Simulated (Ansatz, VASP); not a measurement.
**KSiH in VASP and in Ansatz**

```
CELL_PARAMETERS angstrom
3.60028 0.00000 0.00000
0.00000 3.60028 0.00000
0.00000 0.00000 10.04855
ATOMIC_POSITIONS crystal
K 0.00000 0.50000 0.82824
K 0.50000 0.00000 0.17176
Si 0.50000 0.00000 0.50898
Si 0.00000 0.50000 0.49102
H 0.00000 0.00000 0.00000
H 0.50000 0.50000 0.00000
```

Change from the starting cell: species swapped into the ZrGeSe type (P4/nmm, No. 129).

Alike in both runs: task relaxation of cell and atoms; functional PBE; k mesh 10 × 10 × 4; occupations gaussian, width 0.1 eV; no spin polarisation.

|  | VASP | Ansatz |
| --- | --- | --- |
| version | VASP 6.6.1 | Ansatz 0.2.0 |
| potentials or method | VASP PAW PBE potentials, release 64 (K_sv, Si, H), cutoff 500 eV | scalar-relativistic, plane waves, PAW |
| valence electrons in the cell | 28 | 28 |

```csv
,VASP,Ansatz,Ansatz less VASP
"gap on the k mesh at the Fermi level, each at its own relaxed structure (eV)",none,none,-
relaxed volume (Å³/atom),21.47,21.49,+0.022
relaxed cell length with the largest relative difference (Å),3.574,3.576,+0.0016
```

A gap of «none» marks a metal or a gap that the smearing closes.
